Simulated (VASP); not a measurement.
**MoS2: single point with PBE+D3(BJ)**

The system is MoS2.

```
Mo S
1.0
     3.04505    0.00000    0.00000
    -1.52252    2.63709    0.00000
     0.00000    0.00000    6.25513
Mo S
1 2
Direct
  0.00000 0.00000 0.00000
  0.33333 0.66667 0.23579
  0.33333 0.66667 0.76421
```

* Program: VASP 6.6.1
* Task: single point
* Functional: PBE
* Dispersion: D3(BJ)
* Potentials or basis: VASP PAW PBE potentials, release 64 (Mo_sv, S)
* Cutoff: 500 eV
* k mesh: 12 × 12 × 6
* Occupations: gaussian, width 0.05 eV
* Spin: no spin polarisation

```json
{"Pressure": "24.0 GPa", "Largest force": "2.826 eV/Å", "Band gap on the k mesh": "1.03 eV (least direct gap 1.91 eV)", "Dispersion energy per atom": "-0.452 eV"}
```

Forces in eV/Å, atoms in the order of the input:
```
Mo   0.000  0.000  0.000
S    0.000  0.000  2.826
S    0.000  0.000 -2.826
```

Stress tensor (GPa, compression positive):
```
21.35  0.00  0.00
 0.00 21.35  0.00
 0.00  0.00 29.28
```

Levels at points of the mesh, in eV from the valence-band top:
```tsv
k point	band 10	band 11	band 12	band 13	band 14	band 15	band 16	band 17
(0.00, 0.00, 0.00)	-2.59	-2.59	-1.61	-1.41	2.42	2.42	2.80	2.80
(0.50, 0.00, 0.00)	-4.51	-2.16	-1.84	-1.84	1.84	2.31	3.98	4.51
(0.00, 0.00, 0.50)	-3.63	-2.61	-2.61	0.00	2.31	2.31	2.96	2.96
(0.50, 0.00, 0.50)	-4.54	-3.39	-1.74	-1.18	1.87	2.61	3.10	4.19
```

Run time: 64 s on 1 thread of Intel Xeon 8259CL (shared host), peak memory 0.22 GiB.

Caveat: the cell stands under pressure; forces of over 1 eV/Å act on the atoms, so gaps and moduli don't describe the material at rest. A k mesh can miss the band edges.
